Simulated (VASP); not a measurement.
Runs of VASP 6.6.1 on WS2. The cells are those of the table. 

```tsv
cell	gap on the mesh (eV)	largest force (eV/Å)
a = 3.051, b = 2.974, c = 22.777 Å, angles 88.8, 86.7, 117.5°, 6 atoms	1.26	2.55
a = 3.058, b = 3.199, c = 22.831 Å, angles 92.2, 96.3, 124.6°, 6 atoms	0.93	6.19
a = 3.207, b = 3.131, c = 23.943 Å, angles 88.8, 86.9, 117.6°, 6 atoms	1.29	1.45
a = 3.292, b = 3.433, c = 24.577 Å, angles 92.0, 95.8, 124.3°, 6 atoms	(a)	2.47
```

Alike in all rows: task single point; level LDA; potentials or basis VASP PAW LDA potentials, release 64 (W_sv, S); no spin polarisation; k mesh 12 × 12 × 2; cutoff (eV) 520; smearing gaussian 0.05 eV.

Question: Fill in the values left out.

Answer: (a) 1.00.

Caveats: there is no dipole correction, which matters where the two faces differ; spin-orbit coupling is left out, which moves the levels of the heavy elements.

A k mesh can miss the band edges, and the runs leave out spin-orbit coupling on W.
